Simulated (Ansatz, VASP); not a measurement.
One calculation of Si2GeP3, two programs

```xyz
6
Lattice="-2.4055 2.4055 4.7904 2.4055 -2.4055 4.7904 2.4055 2.4055 -4.7904" Properties=species:S:1:pos:R:3 pbc="T T T"
Si    0.0000    2.4055    2.3952
Si    2.4055    0.0000    2.3952
Ge    0.0000    0.0000    4.7904
P     0.0000    2.4055    0.0000
P     2.4055    0.0000    0.0000
P     0.0000    0.0000    0.0000
```

Alike in both runs: functional PBE; k mesh 6 × 6 × 6; occupations gaussian, width 0.1 eV; no spin polarisation.

Ansatz relaxed the structure, and its values are those at the end. VASP's run is a single point on that final structure, the one shown.

|  | VASP | Ansatz |
| --- | --- | --- |
| version | VASP 6.6.1 | Ansatz 0.2.0 |
| potentials or method | VASP PAW PBE potentials, release 64 (Si, Ge_d, P), cutoff 520 eV | scalar-relativistic, plane waves, PAW |
| valence electrons in the cell | 37 | 37 |

Ansatz gave:

```
gap on the k mesh at the Fermi level (eV) : none
pressure (GPa)                            : -0.1
```

**Question.** Estimate VASP's values.

**Answer.** gap on the k mesh at the Fermi level (eV): none; pressure (GPa): -0.2.

A gap of «none» marks a metal or a gap that the smearing closes. With one functional, cell and mesh, what is left measures potentials, basis and numerics.
